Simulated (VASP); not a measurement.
Write the native input for VASP 6.6.1 that does the following.

| Item | Value |
| --- | --- |
| Task | single point |
| Functional | LDA |
| Potentials or basis | VASP PAW LDA potentials, release 64 (Cd, Te) |
| Cutoff | 520 eV |
| k mesh | 8 × 8 × 8 |
| Occupations | gaussian, width 0.05 eV |
| Spin | no spin polarisation |
| Dipole correction | no |
| Further INCAR settings | ALGO = Normal; EDIFF = 1e-07; NBANDS = 16 |

The structure of CdTe lies in POSCAR:

```
CdTe
1.0
    0.0000000000      3.1747758567      3.3049925637
    3.3049925637      0.0000000000      3.3049925637
    3.3049925637      3.1747758567      0.0000000000
Cd Te
1 1
Direct
    0.0000000000      0.0000000000      0.0000000000
    0.7500000000      0.7500000000      0.7500000000
```

This cell differs from its parent crystal: volume 34.678 Å^3 an atom, c/a of the conventional cell 0.9606.

The input as run:

INCAR

```
PREC = Accurate
ENCUT = 520
EDIFF = 1E-7
ISMEAR = 0
SIGMA = 0.05
LREAL = F
LASPH = T
NELM = 100
ALGO = Normal
ISIF = 2
LWAVE = F
LCHARG = F
GGA = CA
NBANDS = 16
```

KPOINTS

```
Automatic mesh
0
Gamma
  8 8 8
```

Potentials or basis: VASP PAW LDA potentials, release 64 (Cd, Te).

Launch:

```console
$ cat potpaw_LDA.64/Cd/POTCAR potpaw_LDA.64/Te/POTCAR > POTCAR
$ mpirun -np 1 vasp_std > vasp.out
```

It gave:

| Property | Result |
| --- | --- |
| Pressure | -2.0 GPa |
| Band gap on the k mesh | 0.41 eV, direct |

Caveat: spin-orbit coupling is left out, which moves the levels of the heavy elements.

It took 51 s on 1 thread of Intel(R) Xeon(R) Platinum 8488C (Sapphire Rapids), on a shared host, peak memory 0.22 GiB.
